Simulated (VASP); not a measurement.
# Mg5CdTe6 (P-4m2) in VASP: further runs

Mg5CdTe6 is run at these levels: PBE; tasks: relaxation of cell and atoms, single point.

All numbers are computed with VASP 6.6.1; they aren't measurements. Logs are shortened: lines on timing, memory, paths and dates and some standing lists are left out, and cuts for length are marked.

## (1) The cell of the first run

The structure is tetragonal, space group P-4m2 (No. 115). The conventional cell has a = 4.209 Å, b = 4.209 Å, c = 17.858 Å, α = 90.00°, β = 90.00°, γ = 90.00°. Mg (site symmetry 2mm) has 4 Te at 2.58 Å within 3.4 Å. Within 3.4 Å of Mg (site symmetry 2mm) lie 4 Te at 2.58 Å. Mg (site symmetry -4m2) has 4 Te at 2.58 Å within 3.4 Å. Cd (site symmetry -4m2) has 4 Te at 2.58 Å within 3.4 Å. Te (site symmetry 2mm) has 4 Mg at 2.58 Å within 3.4 Å. Within 3.4 Å of Te (site symmetry 2mm) lie 2 Cd at 2.58 Å and 2 Mg at 2.58 Å. Within 3.4 Å of Te (site symmetry 2mm) lie 4 Mg at 2.58 Å.

## (2) Relaxation of cell and atoms, PBE

File INCAR:

```
SYSTEM = Mg5CdTe6
  ALGO = Normal
  EDIFF = 1E-6
  EDIFFG = -0.04
  ENCUT = 600
  GGA = PE
  IBRION = 2
  ISIF = 3
  ISMEAR = 0
  LASPH = .True.
  LCHARG = .False.
  LREAL = .False.
  LWAVE = .False.
  NELM = 80
  NSW = 90
  PREC = Accurate
  SIGMA = 0.1
```

File KPOINTS:

```
k-points
0
Gamma
  4 4 1
  0 0 0
```

File POSCAR:

```
Mg5CdTe6
1.0
    4.2091681900      0.0000000000      0.0000000000
    0.0000000000      4.2091681900      0.0000000000
    0.0000000000      0.0000000000     17.8579882200
Mg Cd Te
5 1 6
Direct
    0.0000000000      0.0000000000      0.6666666700
    0.5000000000      0.5000000000      0.8333333300
    0.5000000000      0.5000000000      0.1666666700
    0.0000000000      0.0000000000      0.3333333300
    0.5000000000      0.5000000000      0.5000000000
    0.0000000000      0.0000000000      0.0000000000
    0.5000000000      0.0000000000      0.7500000000
    0.0000000000      0.5000000000      0.9166666700
    0.5000000000      0.0000000000      0.0833333300
    0.0000000000      0.5000000000      0.2500000000
    0.5000000000      0.0000000000      0.4166666700
    0.0000000000      0.5000000000      0.5833333300
```

Potentials or basis: VASP PAW PBE potentials, release 64 (Mg, Cd, Te).

Started as:

```
cat potpaw_PBE.64/Mg/POTCAR potpaw_PBE.64/Cd/POTCAR potpaw_PBE.64/Te/POTCAR > POTCAR
mpirun -np 1 vasp_std > vasp.out
```

OUTCAR:

```text
SYSTEM = Mg5CdTe6
   EDIFF = 1E-6
   EDIFFG = -0.04
   ENCUT = 600
   GGA = PE
   IBRION = 2
   ISIF = 3
   ISMEAR = 0
   LASPH = .True.
   LREAL = .False.
   NELM = 80
   NSW = 90
   PREC = Accurate

 ion  position               nearest neighbor table
   1  0.000  0.000  0.667-   7 2.58   7 2.58  12 2.58  12 2.58
   2  0.500  0.500  0.833-   7 2.58   7 2.58   8 2.58   8 2.58
   3  0.500  0.500  0.167-  10 2.58  10 2.58   9 2.58   9 2.58
   4  0.000  0.000  0.333-  10 2.58  10 2.58  11 2.58  11 2.58
   5  0.500  0.500  0.500-  11 2.58  12 2.58  11 2.58  12 2.58
   6  0.000  0.000  0.000-   8 2.58   9 2.58   8 2.58   9 2.58
   7  0.500  0.000  0.750-   1 2.58   2 2.58   2 2.58   1 2.58
   8  0.000  0.500  0.917-   6 2.58   6 2.58   2 2.58   2 2.58
   9  0.500  0.000  0.083-   6 2.58   6 2.58   3 2.58   3 2.58
  10  0.000  0.500  0.250-   3 2.58   4 2.58   4 2.58   3 2.58
  11  0.500  0.000  0.417-   5 2.58   5 2.58   4 2.58   4 2.58
  12  0.000  0.500  0.583-   5 2.58   5 2.58   1 2.58   1 2.58

  LATTYP: Found a simple tetragonal cell.
 ALAT       =     4.2091681900
 C/A-ratio  =     4.2426406867

  Lattice vectors:

 A1 = (   4.2091681900,   0.0000000000,   0.0000000000)
 A2 = (   0.0000000000,   4.2091681900,   0.0000000000)
 A3 = (   0.0000000000,   0.0000000000,  17.8579882200)

Analysis of symmetry for initial positions (statically):
=====================================================================
 Subroutine PRICEL returns:
 Original cell was already a primitive cell.

 Routine SETGRP: Setting up the symmetry group for a
 simple tetragonal supercell.

 Subroutine GETGRP returns: Found  8 space group operations
 (whereof  8 operations were pure point group operations)
 out of a pool of 16 trial point group operations.

The static configuration has the point symmetry D_2d.

Analysis of symmetry for dynamics (positions and initial velocities):
=====================================================================
 Subroutine PRICEL returns:
 Original cell was already a primitive cell.

 Routine SETGRP: Setting up the symmetry group for a
 simple tetragonal supercell.

 Subroutine GETGRP returns: Found  8 space group operations
 (whereof  8 operations were pure point group operations)
 out of a pool of 16 trial point group operations.

The dynamic configuration has the point symmetry D_2d.

 Subroutine INISYM returns: Found  8 space group operations
 (whereof  8 operations are pure point group operations),
 and found     1 'primitive' translations

[... 87 lines left out ...]
   ISTART =      0    job   : 0-new  1-cont  2-samecut
   ICHARG =      2    charge: 1-file 2-atom 10-const
   ISPIN  =      1    spin polarized calculation?
   LNONCOLLINEAR =      F non collinear calculations
   LSORBIT =      F    spin-orbit coupling
   LASPH  =      T    aspherical Exc in radial PAW
   ENCUT  =  600.0 eV  44.10 Ry    6.64 a.u.   8.41  8.41 35.67*2*pi/ulx,y,z
   NELM   =     80;   NELMIN=  2; NELMDL= -5     # of ELM steps
   EDIFF  = 0.1E-05   stopping-criterion for ELM
   LREAL  =      F    real-space projection
   EDIFFG = -.4E-01   stopping-criterion for IOM
   NSW    =     90    number of steps for IOM
   IBRION =      2    ionic relax: 0-MD 1-quasi-New 2-CG
   NFREE  =      1    steps in history (QN), initial steepest desc. (CG)
   ISIF   =      3    stress and relaxation
   ISYM   =      2    0-nonsym 1-usesym 2-fastsym
   POTIM  = 0.5000    time-step for ionic-motion
   TEBEG  =    0.0;   TEEND  =   0.0 temperature during run
   PSTRESS=    0.0 pullay stress
   NELECT =      58.0000    total number of electrons
   NUPDOWN=      -1.0000    fix difference up-down
   EMIN   =  10.00;   EMAX   =-10.00  energy-range for DOS
   EFERMI =   0.00;   METHOD = LEGACY
   ISMEAR =     0;   SIGMA  =   0.10  broadening in eV -4-tet -1-fermi 0-gaus
   EFERMI_NEDOS =   21; number of points for ismear=-14 and -15
   IALGO  =     38    algorithm
   IMIX   =      4    mixing-type and parameters
     AMIX     =   0.40;   BMIX     =  1.00
     AMIX_MAG =   1.60;   BMIX_MAG =  1.00
  volume/ion in A,a.u.               =      26.37       177.93
  Fermi-wavevector in a.u.,A,eV,Ry     =   0.929985  1.757416 11.767291  0.864872
  Thomas-Fermi vector in A             =   2.056325
   LORBIT       =      0    0 simple, 1 ext, 2 COOP (PROOUT), +10 PAW based schemes
   GGA     = PE    functional components
   LHFCALC =     F    Hartree Fock is set to
   AEXX    =    0.0000 exact exchange contribution
   IVDW    =     0    specifies the selected vdW correction
   LEPSILON=     F    determine dielectric tensor
   LRPA    =     F    only Hartree local field effects (RPA)
 conjugate gradient relaxation of ions
 non-spin polarized calculation
 Gauss-broadening in eV      SIGMA  =   0.10
  energy-cutoff  :      600.00
  volume of cell :      316.39
 maximum number of plane-waves:     10619
 NGX is ok and might be reduce to    36
   NGX = 17   NGY = 17   NGZ = 71

--------------------------------------- Ionic step        1  -------------------------------------------

 number of electron      58.0000005 magnetization

 Free energy of the ion-electron system (eV)
  ---------------------------------------------------
  ext. energy  EPLUGINS =         0.00000000
  ---------------------------------------------------
  free energy    TOTEN  =       -32.40995444 eV

  energy without entropy =      -32.40995444  energy(sigma->0) =      -32.40995444

------------------------ aborting loop because EDIFF is reached ----------------------------------------

  FORCE on cell =-STRESS in cart. coord.  units (eV):
  Direction    XX          YY          ZZ          XY          YZ          ZX
  --------------------------------------------------------------------------------------
  -------------------------------------------------------------------------------------
  Total       34.6406697     34.6406697     33.7792728      0.0000000      0.0000000      0.0000000
  in kB      175.4170370    175.4170370    171.0550051      0.0000000      0.0000000      0.0000000
  external PRESSURE =     173.9630264 kB  Pullay stress =       0.0000000 kB
[... 355 lines left out ...]
--------------------------------------- Ionic step        9  -------------------------------------------

 number of electron      57.9999993 magnetization

 Free energy of the ion-electron system (eV)
  ---------------------------------------------------
  ext. energy  EPLUGINS =         0.00000000
  ---------------------------------------------------
  free energy    TOTEN  =       -36.75029335 eV

  energy without entropy =      -36.75029335  energy(sigma->0) =      -36.75029335

 E-fermi :   2.2656     XC(G=0):  -7.8555

 val. band max:        1.7824762705   @ k =   0.0000   0.0000   0.0000
 cond. band min:       3.6863489964   @ k =   0.0000   0.0000   0.0000
 fundamental gap:      1.9038727259
 Fermi energy:         2.2655740292

 k-point     1 :       0.0000    0.0000    0.0000
  band No.  band energies     occupation
      1      -8.5102      2.00000
      2      -8.3511      2.00000
      3      -8.3174      2.00000
      4      -8.0488      2.00000
      5      -7.9252      2.00000
      6      -7.7417      2.00000
[... 262 lines left out ...]
  FREE ENERGIE OF THE ION-ELECTRON SYSTEM (eV)
  ---------------------------------------------------
  free  energy   TOTEN  =       -36.7502933542 eV

  energy  without entropy=      -36.7502933542  energy(sigma->0) =      -36.75029335

 reached required accuracy - stopping structural energy minimisation
```

CONTCAR:

```text
Mg5CdTe6
   1.00000000000000
     4.6363401949644381    0.0000000000000000    0.0000000000000000
     0.0000000000000000    4.6363401949644381    0.0000000000000000
     0.0000000000000000    0.0000000000000000   19.4132221490634116
  Mg              Cd              Te
     5     1     6
Direct
     1.0000000000000000    0.0000000000000000    0.6666372127960742
     0.5000000000000000    0.5000000000000000    0.8319744895323313
     0.5000000000000000    0.5000000000000000    0.1680255104676686
     0.0000000000000000    0.0000000000000000    0.3333627872039256
     0.5000000000000000    0.5000000000000000    0.5000000000000000
     0.0000000000000000    0.0000000000000000    0.0000000000000000
     0.5000000000000000    0.0000000000000000    0.7496035403350146
     1.0000000000000000    0.5000000000000000    0.9137630898376926
     0.5000000000000000    1.0000000000000000    0.0862369101623073
     0.0000000000000000    0.5000000000000000    0.2503964596649853
     0.5000000000000000    0.0000000000000000    0.4166650915673048
     1.0000000000000000    0.5000000000000000    0.5833349084326952

  0.00000000E+00  0.00000000E+00  0.00000000E+00
  0.00000000E+00  0.00000000E+00  0.00000000E+00
  0.00000000E+00  0.00000000E+00  0.00000000E+00
  0.00000000E+00  0.00000000E+00  0.00000000E+00
  0.00000000E+00  0.00000000E+00  0.00000000E+00
  0.00000000E+00  0.00000000E+00  0.00000000E+00
  0.00000000E+00  0.00000000E+00  0.00000000E+00
  0.00000000E+00  0.00000000E+00  0.00000000E+00
  0.00000000E+00  0.00000000E+00  0.00000000E+00
  0.00000000E+00  0.00000000E+00  0.00000000E+00
  0.00000000E+00  0.00000000E+00  0.00000000E+00
  0.00000000E+00  0.00000000E+00  0.00000000E+00
```

Run time: 15 min. Hardware: 1 thread of Intel Xeon Platinum 8259CL at 2.50GHz (Skylake/Cascade Lake), shared host; peak memory 0.52 GiB.

What came out:

| Property | Result |
| --- | --- |
| Free energy | -36.7503 eV |
| Relaxed volume | 34.77 Å³/atom |
| Relaxed cell | a = 4.636 Å, b = 4.636 Å, c = 19.413 Å, α = 90.00°, β = 90.00°, γ = 90.00° |
| Space group after relaxing (to 0.1 Å) | P-4m2 (No. 115) |
| Energy gained by relaxing | 361.7 meV/atom |
| Ionic steps | 9 |
| Pressure after relaxing | 0.0 GPa |
| Largest force after relaxing | 0.036 eV/Å |
| Band gap on the k mesh | 1.90 eV |

Forces in eV/Å, atoms in the order of the input:
```
Mg   0.000  0.000 -0.024
Mg   0.000  0.000 -0.001
Mg   0.000  0.000  0.001
Mg   0.000  0.000  0.024
Mg   0.000  0.000  0.000
Cd   0.000  0.000  0.000
Te   0.000  0.000 -0.036
Te   0.000  0.000 -0.005
Te   0.000  0.000  0.005
Te   0.000  0.000  0.036
Te   0.000  0.000  0.003
Te   0.000  0.000 -0.003
```

The path:
| step | energy change (eV) | largest force (eV/Å) | pressure (GPa) | volume (Å³) |
| --- | --- | --- | --- | --- |
| 1 | 0.0000 | 0.9657 | 17.40 | 316.39 |
| 2 | -3.8333 | 0.1016 | -3.00 | 466.42 |
| 3 | -4.3342 | 0.0865 | 0.18 | 415.66 |
| 4 | -4.3354 | 0.0877 | -0.03 | 418.17 |
| 5 | -4.3366 | 0.0703 | -0.03 | 418.13 |
| 6 | -4.3389 | 0.0443 | -0.03 | 417.99 |
| 7 | -4.3382 | 0.1019 | -0.01 | 417.70 |
| 8 | -4.3395 | 0.0682 | -0.02 | 417.88 |
| 9 | -4.3403 | 0.0358 | 0.02 | 417.30 |

Final structure:
```xyz
12
Lattice="4.6363 0.0000 0.0000 0.0000 4.6363 0.0000 0.0000 0.0000 19.4132" Properties=species:S:1:pos:R:3 pbc="T T T"
Mg    4.6363    0.0000   12.9416
Mg    2.3182    2.3182   16.1513
Mg    2.3182    2.3182    3.2619
Mg    0.0000    0.0000    6.4716
Mg    2.3182    2.3182    9.7066
Cd    0.0000    0.0000    0.0000
Te    2.3182    0.0000   14.5522
Te    4.6363    2.3182   17.7391
Te    2.3182    4.6363    1.6741
Te    0.0000    2.3182    4.8610
Te    2.3182    0.0000    8.0888
Te    4.6363    2.3182   11.3244
```

Caveat: the volume moved by over 15 % at a fixed basis, so the end points are rough; spin-orbit coupling is left out, which moves the levels of the heavy elements.

## (3) Single point, PBE

This run uses another cell than the first one, of 34.77 Å³/atom.

File INCAR:

```
SYSTEM = Mg5CdTe6
PREC = Accurate
ENCUT = 520
EDIFF = 1E-6
ISMEAR = 0
SIGMA = 0.02
LREAL = .FALSE.
LASPH = .TRUE.
NELM = 100
ALGO = Normal
ISIF = 2
LWAVE = .FALSE.
LCHARG = .TRUE.
GGA = PE
LELF = .TRUE.
LVHAR = .TRUE.
NBANDS = 41
```

File KPOINTS:

```
regular mesh
0
G
  6 6 2
  0 0 0
```

File POSCAR:

```
Mg5CdTe6
1.0
    4.6198080855      0.0000000000      0.0000000000
    0.0000000000      4.6198080855      0.0000000000
    0.0000000000      0.0000000000     19.5474705436
Mg Cd Te
5 1 6
Direct
    0.0000000000      0.0000000000      0.6656837853
    0.5000000000      0.5000000000      0.8314081311
    0.5000000000      0.5000000000      0.1685918689
    0.0000000000      0.0000000000      0.3343162147
    0.5000000000      0.5000000000      0.5000000000
    0.0000000000      0.0000000000      0.0000000000
    0.5000000000      0.0000000000      0.7485529347
    0.0000000000      0.5000000000      0.9137330723
    0.5000000000      0.0000000000      0.0862669277
    0.0000000000      0.5000000000      0.2514470653
    0.5000000000      0.0000000000      0.4171613707
    0.0000000000      0.5000000000      0.5828386293
```

Potentials or basis: VASP PAW PBE potentials, release 64 (Mg, Cd, Te).

Started as:

```
cat potpaw_PBE.64/Mg/POTCAR potpaw_PBE.64/Cd/POTCAR potpaw_PBE.64/Te/POTCAR > POTCAR
mpirun -np 1 vasp_std > vasp.out
```

It took 9 min on 1 thread of Intel Xeon Platinum 8259CL at 2.50GHz (Skylake/Cascade Lake), shared host; peak memory 0.64 GiB.

It converged, with:

- Free energy: -36.8154 eV
- Pressure: 0.0 GPa
- Largest force: 0.019 eV/Å
- Band gap on the k mesh: 1.89 eV

Forces on the atoms (eV/Å):
```
Mg   0.000  0.000  0.000
Mg   0.000  0.000  0.000
Mg   0.000  0.000  0.000
Mg   0.000  0.000  0.000
Mg   0.000  0.000  0.000
Cd   0.000  0.000  0.000
Te   0.000  0.000  0.000
Te   0.000  0.000 -0.019
Te   0.000  0.000  0.019
Te   0.000  0.000  0.000
Te   0.000  0.000  0.000
Te   0.000  0.000  0.000
```

Levels at points of the mesh, in eV from the valence-band top:
| k point | band 27 | band 28 | band 29 | band 30 | band 31 | band 32 |
| --- | --- | --- | --- | --- | --- | --- |
| (0.00, 0.00, 0.00) | -0.05 | 0.00 | 0.00 | 1.89 | 2.79 | 3.10 |
| (0.50, 0.00, 0.00) | -0.58 | -0.54 | -0.29 | 2.66 | 3.28 | 3.29 |
| (0.50, 0.50, 0.00) | -1.28 | -1.28 | -1.28 | 2.79 | 2.79 | 3.01 |
| (0.00, 0.00, 0.50) | -0.26 | -0.04 | -0.04 | 2.22 | 2.63 | 2.86 |
| (0.50, 0.00, 0.50) | -0.52 | -0.47 | -0.29 | 2.55 | 3.02 | 3.56 |
| (0.50, 0.50, 0.50) | -1.36 | -1.35 | -1.35 | 3.02 | 3.02 | 3.14 |

Caveat: spin-orbit coupling is left out, which moves the levels of the heavy elements. A k mesh can miss the band edges.
